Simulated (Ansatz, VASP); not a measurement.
**One calculation of MnHg, two programs**

```xyz
2
Lattice="3.3150 0.0000 0.0000 0.0000 3.3150 0.0000 0.0000 0.0000 3.3150" Properties=species:S:1:pos:R:3 pbc="T T T"
Mn    1.6575    1.6575    1.6575
Hg    0.0000    0.0000    0.0000
```

Alike in both runs: task single point; functional PBE; k mesh 15 × 15 × 15; occupations gaussian, width 0.05 eV; collinear spin.

```csv
,VASP,Ansatz
version,VASP 6.6.1,Ansatz 0.2.0
potentials or method,"VASP PAW PBE potentials, release 64 (Mn_pv, Hg), cutoff 520 eV","scalar-relativistic, plane waves, PAW"
valence electrons in the cell,25,35
```

|  | VASP | Ansatz | Ansatz less VASP |
| --- | --- | --- | --- |
| pressure (GPa) | 1.1 | 0.6 | -0.50 |
| net moment per atom (μB) | 1.97 | 1.96 | -0.005 |
| size of the moment on the site where the two differ most (μB) | 3.84 | 3.89 | +0.050 |

Site moments also hang on the region over which each program counts them. The functional is the same, so the differences come from potentials, cutoffs and numerics. VASP's potentials hold 25 valence electrons a cell and Ansatz's 35, so a difference there can come from the potentials and not from the codes.

Neither program's run includes spin-orbit coupling.
